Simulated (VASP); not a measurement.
# Al in VASP: a series of runs

Al is run at these levels: PBE; tasks: single point.

Everything below comes from runs of VASP 6.6.1. Logs are shortened: lines on timing, memory, paths and dates and some standing lists are left out, and cuts for length are marked.

## 1. The cell of the first run

The typed cell holds 2 atoms: a = 4.547 Å, b = 4.547 Å, c = 2.754 Å, α = 90.00°, β = 90.00°, γ = 120.00°.

## 2. Single point, PBE (atoms moved at random)

INCAR reads:

```
PREC = Accurate
ENCUT = 520
EDIFF = 1E-6
ISMEAR = -1
SIGMA = 0.05
LREAL = False
LASPH = True
NELM = 80
ALGO = Normal
ISIF = 2
LWAVE = False
LCHARG = False
GGA = PE
NBANDS = 10
```

KPOINTS reads:

```
Automatic mesh
0
Gamma
  7 7 10
```

POSCAR reads:

```
Al
1.0
    4.5467300000      0.0000000000      0.0000000000
   -2.2733700000      3.9375800000      0.0000000000
    0.0000000000      0.0000000000      2.7539300000
Al
2
Direct
    0.3331430000      0.6604680000      0.4902950000
    0.6668740000      0.3456110000      0.5072180000
```

Potentials or basis: VASP PAW PBE potentials, release 64 (Al).

Launch:

```sh
$ cat potpaw_PBE.64/Al/POTCAR > POTCAR
$ mpirun -np 1 vasp_std > vasp.out
```

OUTCAR:

```text
PREC = Accurate
   ENCUT = 520
   EDIFF = 1E-6
   ISMEAR = -1
   LREAL = False
   LASPH = True
   NELM = 80
   ISIF = 2
   GGA = PE

 ion  position               nearest neighbor table
   1  0.333  0.660  0.490-   2 2.55   2 2.63   2 2.70
   2  0.667  0.346  0.507-   1 2.55   1 2.63   1 2.70

  LATTYP: Found a hexagonal cell.
 ALAT       =     4.5467300000
 C/A-ratio  =     0.6056946421

  Lattice vectors:

 A1 = (   4.5467300000,   0.0000000000,   0.0000000000)
 A2 = (  -2.2733700000,   3.9375800000,   0.0000000000)
 A3 = (   0.0000000000,   0.0000000000,   2.7539300000)

Analysis of symmetry for initial positions (statically):
=====================================================================
 Subroutine PRICEL returns:
 Original cell was already a primitive cell.

 Routine SETGRP: Setting up the symmetry group for a
 hexagonal supercell.

 Subroutine GETGRP returns: Found  2 space group operations
 (whereof  1 operations were pure point group operations)
 out of a pool of 24 trial point group operations.

The static configuration has the point symmetry C_1 .
 The point group associated with its full space group is S_2 .

Analysis of symmetry for dynamics (positions and initial velocities):
=====================================================================
 Subroutine PRICEL returns:
 Original cell was already a primitive cell.

 Routine SETGRP: Setting up the symmetry group for a
 hexagonal supercell.

 Subroutine GETGRP returns: Found  2 space group operations
 (whereof  1 operations were pure point group operations)
 out of a pool of 24 trial point group operations.

The dynamic configuration has the point symmetry C_1 .
 The point group associated with its full space group is S_2 .

 Subroutine INISYM returns: Found  2 space group operations
 (whereof  1 operations are pure point group operations),
 and found     1 'primitive' translations

----------------------------------------------------------------------------------------

                                     Primitive cell

  volume of cell :      49.3039

  direct lattice vectors                    reciprocal lattice vectors
     4.546730000  0.000000000  0.000000000     0.219938285  0.126981826  0.000000000
    -2.273370000  3.937580000  0.000000000     0.000000000  0.253963094  0.000000000
     0.000000000  0.000000000  2.753930000     0.000000000  0.000000000  0.363117436

  length of vectors
     4.546730000  4.546729309  2.753930000     0.253963056  0.253963094  0.363117436

  position of ions in fractional coordinates (direct lattice)
     0.333143000  0.660468000  0.490295000
     0.666874000  0.345611000  0.507218000

  ion indices of the primitive-cell ions
   primitive index   ion index
                 1           1
                 2           2

----------------------------------------------------------------------------------------

 KPOINTS: Automatic mesh

Automatic generation of k-mesh.
 Grid dimensions read from file:
 generate k-points for:    7    7   10

 Generating k-lattice:

  Cartesian coordinates                     Fractional coordinates (reciprocal lattice)
     0.031419755  0.018140261  0.000000000     0.142857143 -0.000000000  0.000000000
     0.000000000  0.036280442  0.000000000     0.000000000  0.142857143  0.000000000
     0.000000000  0.000000000  0.036311744     0.000000000  0.000000000  0.100000000

  Length of vectors
     0.036280437  0.036280442  0.036311744

  Shift w.r.t. Gamma in fractional coordinates (k-lattice)
     0.000000000  0.000000000  0.000000000

 Subroutine IBZKPT returns following result:
 ===========================================

 Found    246 irreducible k-points:

 Following reciprocal coordinates:
            Coordinates               Weight
  0.000000  0.000000  0.000000      1.000000
  0.142857 -0.000000  0.000000      2.000000
  0.000000  0.142857  0.000000      2.000000
 -0.142857  0.142857  0.000000      2.000000
  0.285714 -0.000000  0.000000      2.000000
  0.000000  0.285714  0.000000      2.000000
[... 16 lines left out ...]
  0.285714  0.285714  0.000000      2.000000
 -0.285714 -0.428571  0.000000      2.000000
 [... further k-points ...]
   k-points           NKPTS =    246   k-points in BZ     NKDIM =    246   number of bands    NBANDS=     10
   number of dos      NEDOS =    301   number of ions     NIONS =      2
   total plane-waves  NPLWV =  25920
   dimension x,y,z NGX =    36 NGY =   36 NGZ =   20
   dimension x,y,z NGXF=    72 NGYF=   72 NGZF=   40
   ions per type =               2
   NGX,Y,Z   is equivalent  to a cutoff of  13.16, 13.16, 12.07 a.u.
   NGXF,Y,Z  is equivalent  to a cutoff of  26.33, 26.33, 24.15 a.u.
 SYSTEM =  unknown system
   PREC   = accura    normal or accurate (medium, high low for compatibility)
   ISTART =      0    job   : 0-new  1-cont  2-samecut
   ICHARG =      2    charge: 1-file 2-atom 10-const
   ISPIN  =      1    spin polarized calculation?
   LNONCOLLINEAR =      F non collinear calculations
   LSORBIT =      F    spin-orbit coupling
   LASPH  =      T    aspherical Exc in radial PAW
   ENCUT  =  520.0 eV  38.22 Ry    6.18 a.u.   8.45  8.45  5.12*2*pi/ulx,y,z
   NELM   =     80;   NELMIN=  2; NELMDL= -5     # of ELM steps
   EDIFF  = 0.1E-05   stopping-criterion for ELM
   LREAL  =      F    real-space projection
   EDIFFG = 0.1E-04   stopping-criterion for IOM
   NSW    =      0    number of steps for IOM
   IBRION =     -1    ionic relax: 0-MD 1-quasi-New 2-CG
   NFREE  =      0    steps in history (QN), initial steepest desc. (CG)
   ISIF   =      2    stress and relaxation
   ISYM   =      2    0-nonsym 1-usesym 2-fastsym
   POTIM  = 0.5000    time-step for ionic-motion
   TEBEG  =    0.0;   TEEND  =   0.0 temperature during run
   PSTRESS=    0.0 pullay stress
   NELECT =       6.0000    total number of electrons
   NUPDOWN=      -1.0000    fix difference up-down
   EMIN   =  10.00;   EMAX   =-10.00  energy-range for DOS
   EFERMI =   0.00;   METHOD = LEGACY
   ISMEAR =    -1;   SIGMA  =   0.05  broadening in eV -4-tet -1-fermi 0-gaus
   EFERMI_NEDOS =   21; number of points for ismear=-14 and -15
   IALGO  =     38    algorithm
   IMIX   =      4    mixing-type and parameters
     AMIX     =   0.40;   BMIX     =  1.00
     AMIX_MAG =   1.60;   BMIX_MAG =  1.00
  volume/ion in A,a.u.               =      24.65       166.36
  Fermi-wavevector in a.u.,A,eV,Ry     =   0.811269  1.533076  8.954770  0.658157
  Thomas-Fermi vector in A             =   1.920597
   LORBIT       =      0    0 simple, 1 ext, 2 COOP (PROOUT), +10 PAW based schemes
   GGA     = PE    functional components
   LHFCALC =     F    Hartree Fock is set to
   AEXX    =    0.0000 exact exchange contribution
   IVDW    =     0    specifies the selected vdW correction
   LEPSILON=     F    determine dielectric tensor
   LRPA    =     F    only Hartree local field effects (RPA)
 non-spin polarized calculation
  energy-cutoff  :      520.00
  volume of cell :       49.30
 maximum number of plane-waves:      1378
 NGX is ok and might be reduce to    36

 number of electron       6.0000000 magnetization

 Free energy of the ion-electron system (eV)
  ---------------------------------------------------
  ext. energy  EPLUGINS =         0.00000000
  ---------------------------------------------------
  free energy    TOTEN  =        -6.49811771 eV

  energy without entropy =       -6.49267589  energy(sigma->0) =       -6.49539680

 E-fermi :   3.9520     XC(G=0):  -8.4702

 val. band max:        3.9052696598   @ k =  -0.1429  -0.4286   0.4000
 cond. band min:       3.9616550214   @ k =   0.0000   0.0000   0.2000
 fundamental gap:      0.0563853616
 Fermi energy:         3.9519816891

 k-point     1 :       0.0000    0.0000    0.0000
  band No.  band energies     occupation
      1      -4.8315      2.00000
      2       2.9242      2.00000
      3       3.2791      2.00000
      4       3.4064      1.99996
      5       5.9787      0.00000
      6       6.3607      0.00000
      7       9.4244      0.00000
      8      13.2357      0.00000
      9      13.8339      0.00000
     10      19.5335      0.00000

 k-point     2 :       0.1429   -0.0000    0.0000
  band No.  band energies     occupation
      1      -4.6599      2.00000
      2       1.3948      2.00000
      3       2.8238      2.00000
      4       4.6493      0.00000
      5       6.2160      0.00000
      6       6.8754      0.00000
      7      10.4157      0.00000
      8      13.3767      0.00000
      9      13.8734      0.00000
     10      18.3630      0.00000

 k-point     3 :       0.0000    0.1429    0.0000
  band No.  band energies     occupation
      1      -4.6636      2.00000
      2       1.5045      2.00000
      3       2.6869      2.00000
      4       4.6105      0.00000
      5       6.2189      0.00000
      6       6.9641      0.00000
      7      10.3934      0.00000
      8      13.3725      0.00000
      9      13.8849      0.00000
     10      18.4674      0.00000

 k-point     4 :      -0.1429    0.1429    0.0000
  band No.  band energies     occupation
      1      -4.6567      2.00000
      2       1.3142      2.00000
      3       2.9260      2.00000
      4       4.6769      0.00000
      5       6.3021      0.00000
      6       6.7140      0.00000
      7      10.4379      0.00000
      8      13.3803      0.00000
      9      13.8659      0.00000
     10      18.2848      0.00000
[... 222 lines left out ...]
 k-point    22 :       0.4286    0.4286    0.0000
  band No.  band energies     occupation
      1      -3.0016      2.00000
      2      -2.1322      2.00000
      3       1.3717      2.00000
      4       5.3348      0.00000
      5       9.7145      0.00000
      6       9.8698      0.00000
      7      12.6726      0.00000
      8      12.9284      0.00000
      9      14.7434      0.00000
     10      15.4486      0.00000

 k-point    23 :       0.2857    0.2857    0.0000
  band No.  band energies     occupation
      1      -3.0423      2.00000
      2      -1.8732      2.00000
      3       0.7320      2.00000
      4       7.2532      0.00000
      5       7.3476      0.00000
      6       9.8506      0.00000
      7      13.2904      0.00000
      8      14.3009      0.00000
      9      14.6676      0.00000
     10      15.5897      0.00000

 k-point    24 :      -0.2857   -0.4286    0.0000
  band No.  band energies     occupation
      1      -2.9873      2.00000
      2      -1.9674      2.00000
      3       0.7729      2.00000
      4       7.1901      0.00000
      5       7.5107      0.00000
      6       9.7417      0.00000
      7      13.0981      0.00000
      8      14.4226      0.00000
      9      14.7269      0.00000
     10      15.5979      0.00000

 [... further k-points ...]
[... 5 lines left out ...]
  --------------------------------------------------------------------------------------
  -------------------------------------------------------------------------------------
  Total        0.5795229     -0.3835078     -0.1415795     -0.2950890     -0.0161877      0.0119239
  in kB       18.8321438    -12.4624486     -4.6007578     -9.5891938     -0.5260342      0.3874768
  external PRESSURE =       0.5896458 kB  Pullay stress =       0.0000000 kB

 VOLUME and BASIS-vectors are now :
 -----------------------------------------------------------------------------
  energy-cutoff  :      520.00
  volume of cell :       49.30
      direct lattice vectors                 reciprocal lattice vectors
     4.546730000  0.000000000  0.000000000     0.219938285  0.126981826  0.000000000
    -2.273370000  3.937580000  0.000000000     0.000000000  0.253963094  0.000000000
     0.000000000  0.000000000  2.753930000     0.000000000  0.000000000  0.363117436

 POSITION                                       TOTAL-FORCE (eV/Angst)
 -----------------------------------------------------------------------------------
      0.01322      2.60065      1.35024        -0.281034      0.403415     -0.054978
      2.24639      1.36087      1.39684         0.281034     -0.403415      0.054978
 -----------------------------------------------------------------------------------
    total drift:                                0.000001     -0.000000      0.000002

  FREE ENERGIE OF THE ION-ELECTRON SYSTEM (eV)
  ---------------------------------------------------
  free  energy   TOTEN  =        -6.4981177145 eV

  energy  without entropy=       -6.4926758896  energy(sigma->0) =       -6.49539680
```

Run time: 70 s. Hardware: 1 thread of Intel Xeon Platinum 8259CL at 2.50GHz (Skylake/Cascade Lake), shared host; peak memory 0.23 GiB.

What came out:

* Free energy: -6.4981 eV
* Pressure: 0.1 GPa
* Largest force: 0.495 eV/Å
* Band gap on the k mesh: zero (band 3 reaches 6.12 eV, above the bottom of band 4 at 2.88 eV)

Forces in eV/Å, atoms in the order of the input:
```
Al  -0.281  0.403 -0.055
Al   0.281 -0.403  0.055
```

Stress tensor (GPa, compression positive):
```
 1.88 -0.96  0.04
-0.96 -1.25 -0.05
 0.04 -0.05 -0.46
```

Levels at points of the mesh, in eV from the Fermi level:
```tsv
k point	band 1	band 2	band 3	band 4	band 5	band 6	band 7	band 8
(0.00, 0.00, 0.00)	-8.78	-1.03	-0.67	-0.55	2.03	2.41	5.47	9.28
(0.00, 0.00, 0.50)	-4.47	-3.54	2.17	2.57	2.69	5.22	5.46	5.55
```

Caveat: the cell differs from its parent crystal (atoms moved at random).

## 3. Single point, PBE

INCAR reads:

```
SYSTEM = Al
PREC     = Accurate       ! precision mode
ENCUT    = 520            ! plane-wave cutoff, eV
EDIFF    = 1E-6           ! SCF threshold, eV
ISMEAR   = -1             ! smearing method
SIGMA    = 0.05           ! smearing width, eV
LREAL    = .FALSE.        ! projectors in reciprocal space
LASPH    = .TRUE.         ! aspherical terms in the spheres
NELM     = 100            ! most SCF steps
ALGO     = Normal         ! electronic algorithm
ISIF     = 2              ! what is computed and relaxed
LWAVE    = .FALSE.        ! write WAVECAR
LCHARG   = .FALSE.        ! write CHGCAR
GGA      = PE             ! functional
NBANDS   = 10             ! bands
```

KPOINTS reads:

```
Automatic mesh
0
G
  6 6 8
  0 0 0
```

POSCAR reads:

```
Al
1.0
    4.5467300000      0.0000000000      0.0000000000
   -2.2733700000      3.9375800000      0.0000000000
    0.0000000000      0.0000000000      2.7539300000
Al
2
Direct
    0.3333300000      0.6666700000      0.5000000000
    0.6666700000      0.3333300000      0.5000000000
```

Potentials or basis: VASP PAW PBE potentials, release 64 (Al).

Launch:

```sh
$ cat potpaw_PBE.64/Al/POTCAR > POTCAR
$ mpirun -np 1 vasp_std > vasp.out
```

Wall time 16 s (1 thread of Intel Xeon Platinum 8259CL at 2.50GHz (Skylake/Cascade Lake), shared host); peak memory 0.16 GiB.

It converged, with:

```
Free energy            : -6.4787 eV
Pressure               : 0.0 GPa
Band gap on the k mesh : zero (band 3 reaches 6.31 eV, above the bottom of band 4 at 2.51 eV)
```

Stress tensor (GPa, compression positive):
```
 0.11  0.00  0.00
 0.00  0.11  0.00
 0.00  0.00 -0.12
```

Levels at points of the mesh, in eV from the Fermi level:
| k point | band 1 | band 2 | band 3 | band 4 | band 5 | band 6 | band 7 | band 8 |
| --- | --- | --- | --- | --- | --- | --- | --- | --- |
| (0.00, 0.00, 0.00) | -8.74 | -0.82 | -0.82 | -0.52 | 2.26 | 2.26 | 5.52 | 9.32 |
| (0.50, 0.00, 0.00) | -7.17 | -5.80 | -1.89 | 0.16 | 6.97 | 7.42 | 7.51 | 7.88 |
| (0.50, 0.50, 0.00) | -7.17 | -5.80 | -1.89 | 0.16 | 6.97 | 7.42 | 7.51 | 7.88 |
| (0.00, 0.00, 0.50) | -4.42 | -3.50 | 2.40 | 2.40 | 2.71 | 5.42 | 5.42 | 5.71 |
| (0.50, 0.00, 0.50) | -2.80 | -2.11 | -1.59 | -0.75 | 1.46 | 4.24 | 4.71 | 5.37 |
| (0.50, 0.50, 0.50) | -2.80 | -2.11 | -1.59 | -0.75 | 1.46 | 4.24 | 4.71 | 5.37 |

## 4. Single point, PBE

INCAR reads:

```
SYSTEM = Al
PREC = Accurate ; ENCUT = 520
EDIFF = 1E-7 ; ISMEAR = -1
SIGMA = 0.05 ; LREAL = .FALSE.
LASPH = .TRUE. ; NELM = 80
ALGO = Fast ; ISIF = 2
LWAVE = .FALSE. ; LCHARG = .FALSE.
GGA = PE ; NBANDS = 10
```

KPOINTS is that of step 3.

POSCAR reads:

```
Al
1.0
    4.5467300000     -0.0454673000      0.0000000000
   -2.3127458000      3.9603137000      0.0000000000
    0.0000000000      0.0000000000      2.7539300000
Al
2
Direct
    0.3333300000      0.6666700000      0.5000000000
    0.6666700000      0.3333300000      0.5000000000
```

Launch:

```sh
$ cat potpaw_PBE.64/Al/POTCAR > POTCAR
$ mpirun -np 1 vasp_std > vasp.out
```

It took 36 s on 1 thread of Intel Xeon Platinum 8259CL at 2.50GHz (Skylake/Cascade Lake), shared host; peak memory 0.18 GiB.

The run converged. Its results:

```yaml
Free_energy: -6.4764 eV
Pressure: 0.0 GPa
Largest_force: 0.120 eV/Å
Band_gap_on_the_k_mesh: zero (band 3 reaches 6.29 eV, above the bottom of band 4 at 2.55 eV)
```

Forces on the atoms (eV/Å):
```
Al   0.120  0.004  0.000
Al  -0.120 -0.004  0.000
```

Stress tensor (GPa, compression positive):
```
 0.14  0.76  0.00
 0.76  0.09  0.00
 0.00  0.00 -0.09
```

Levels at points of the mesh, in eV from the Fermi level:
| k point | band 1 | band 2 | band 3 | band 4 | band 5 | band 6 |
| --- | --- | --- | --- | --- | --- | --- |
| (0.00, 0.00, 0.00) | -8.74 | -0.85 | -0.78 | -0.52 | 2.18 | 2.36 |
| (0.50, 0.00, 0.00) | -7.10 | -5.82 | -1.96 | 0.08 | 7.05 | 7.37 |
| (0.00, 0.50, 0.00) | -7.16 | -5.80 | -1.88 | 0.17 | 6.93 | 7.22 |
| (0.50, 0.50, 0.00) | -7.22 | -5.77 | -1.81 | 0.26 | 6.88 | 7.31 |
| (0.00, 0.00, 0.50) | -4.42 | -3.50 | 2.38 | 2.43 | 2.72 | 5.39 |
| (0.50, 0.00, 0.50) | -2.73 | -2.05 | -1.61 | -0.77 | 1.40 | 4.17 |
| (0.00, 0.50, 0.50) | -2.79 | -2.10 | -1.58 | -0.74 | 1.47 | 4.24 |
| (0.50, 0.50, 0.50) | -2.86 | -2.15 | -1.56 | -0.72 | 1.53 | 4.32 |

## 5. Single point, PBE

INCAR reads:

```
SYSTEM = Al
PREC = Accurate ; ENCUT = 520
EDIFF = 1E-7 ; ISMEAR = -1
SIGMA = 0.05 ; LREAL = .False.
LASPH = .True. ; NELM = 100
ALGO = Normal ; ISIF = 2
LWAVE = .False. ; LCHARG = .False.
GGA = PE ; NBANDS = 10
```

KPOINTS reads:

```
regular mesh
0
Gamma
  6 6 8
  0 0 0
```

POSCAR reads:

```
Al
1.0
    4.5467300000     -0.0227336500      0.0000000000
   -2.2930579000      3.9489468500      0.0000000000
    0.0000000000      0.0000000000      2.7539300000
Al
2
Direct
    0.3333300000      0.6666700000      0.5000000000
    0.6666700000      0.3333300000      0.5000000000
```

Launch:

```sh
$ cat potpaw_PBE.64/Al/POTCAR > POTCAR
$ mpirun -np 1 vasp_std > vasp.out
```

It took 29 s on 1 thread of Intel Xeon Platinum 8259CL at 2.50GHz (Skylake/Cascade Lake), shared host; peak memory 0.18 GiB.

Results (log left out):

```
Free energy            : -6.4781 eV
Pressure               : 0.0 GPa
Largest force          : 0.059 eV/Å
Band gap on the k mesh : zero (band 3 reaches 6.30 eV, above the bottom of band 4 at 2.53 eV)
```

Forces on the atoms (eV/Å):
```
Al   0.059  0.001  0.000
Al  -0.059 -0.001  0.000
```

Stress tensor (GPa, compression positive):
```
 0.11  0.38  0.00
 0.38  0.10  0.00
 0.00  0.00 -0.11
```

Levels at points of the mesh, in eV from the Fermi level:
```
           k point  band 1  band 2  band 3  band 4  band 5  band 6  band 7  band 8
(0.00, 0.00, 0.00)   -8.74   -0.83   -0.80   -0.52    2.22    2.31    5.52    9.32
(0.50, 0.00, 0.00)   -7.14   -5.81   -1.92    0.12    7.01    7.41    7.58    7.90
(0.00, 0.50, 0.00)   -7.17   -5.80   -1.89    0.17    6.96    7.34    7.60    7.90
(0.50, 0.50, 0.00)   -7.20   -5.79   -1.85    0.21    6.93    7.38    7.51    7.87
(0.00, 0.00, 0.50)   -4.42   -3.50    2.39    2.41    2.71    5.40    5.43    5.66
(0.50, 0.00, 0.50)   -2.76   -2.08   -1.60   -0.76    1.43    4.20    4.66    5.33
(0.00, 0.50, 0.50)   -2.80   -2.11   -1.59   -0.75    1.46    4.24    4.71    5.37
(0.50, 0.50, 0.50)   -2.83   -2.13   -1.57   -0.73    1.49    4.28    4.76    5.41
```

## 6. Overview

| cell | k mesh | gap on the mesh (eV) | pressure (GPa) | largest force (eV/Å) |
| --- | --- | --- | --- | --- |
| a = 4.547, b = 4.547, c = 2.754 Å, angles 90.0, 90.0, 120.0°, 2 atoms | 7 × 7 × 10 | none | 0.1 | 0.49 |
| a = 4.547, b = 4.547, c = 2.754 Å, angles 90.0, 90.0, 120.0°, 2 atoms | 6 × 6 × 8 | none | 0.0 | - |
| a = 4.547, b = 4.586, c = 2.754 Å, angles 90.0, 90.0, 120.9°, 2 atoms | 6 × 6 × 8 | none | 0.0 | 0.12 |
| a = 4.547, b = 4.566, c = 2.754 Å, angles 90.0, 90.0, 120.4°, 2 atoms | 6 × 6 × 8 | none | 0.0 | 0.06 |

Some of these runs hold the atoms at other places in the same cell, which the table doesn't show; runs alike in all that it shows share one row.

Alike in all rows: task single point; level PBE; potentials or basis VASP PAW PBE potentials, release 64 (Al); no spin polarisation; cutoff (eV) 520; smearing fermi-dirac 0.05 eV.

Total energies depend on the potentials used, so only differences within one code and one set of settings carry meaning.
